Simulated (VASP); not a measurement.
Set up this calculation in VASP 6.6.1, as the native input.

```yaml
Task: single point
Functional: PBE
Potentials_or_basis: VASP PAW PBE potentials, release 64 (Pb_d, F)
Cutoff: 520 eV
k_mesh: 8 × 8 × 8
Occupations: gaussian, width 0.05 eV
Spin: no spin polarisation
Dipole_correction: no
Further_INCAR_settings: ALGO = Normal; EDIFF = 1e-07; NBANDS = 21
```

The structure of PbF2 lies in POSCAR:

```
PbF2
1.0
    0.0000000000      2.9698500000      2.9698500000
    2.9698500000      0.0000000000      2.9698500000
    2.9698500000      2.9698500000      0.0000000000
Pb F
1 2
Direct
    0.0000000000      0.0000000000      0.0000000000
    0.1763430813      0.1763430813      0.3236569187
    0.6763430813      0.6763430813      0.8236569187
```

This cell differs from its parent crystal: all F atoms moved +0.438 Å, as atom 2 towards its neighbour atom 3 (F) at 2.970 Å.

One way to write it, as run:

INCAR

```
  PREC = Accurate
  ENCUT = 520
  EDIFF = 1E-7
  ISMEAR = 0
  SIGMA = 0.05
  LREAL = False
  LASPH = True
  NELM = 100
  ALGO = Normal
  ISIF = 2
  LWAVE = False
  LCHARG = False
  GGA = PE
  NBANDS = 21
```

KPOINTS

```
Automatic mesh
0
Gamma
  8 8 8
```

Potentials or basis: VASP PAW PBE potentials, release 64 (Pb_d, F).

Launch:

```console
$ cat potpaw_PBE.64/Pb_d/POTCAR potpaw_PBE.64/F/POTCAR > POTCAR
$ mpirun -np 1 vasp_std > vasp.out
```

Results of the run:

```yaml
Pressure: 6.3 GPa
Largest_force: 1.128 eV/Å
Band_gap_on_the_k_mesh: 4.18 eV, indirect (least direct gap 4.65 eV)
```

Caveat: the cell differs from its parent crystal (all F atoms moved +0.438 Å, as atom 2 towards its neighbour atom 3 (F) at 2.970 Å); spin-orbit coupling is left out, which moves the levels of the heavy elements; forces of over 1 eV/Å act on the atoms, so gaps and moduli don't describe the material at rest.

Wall time 20 s on 1 thread of Intel(R) Xeon(R) 6975P-C (Granite Rapids) (shared host), peak memory 0.21 GiB.
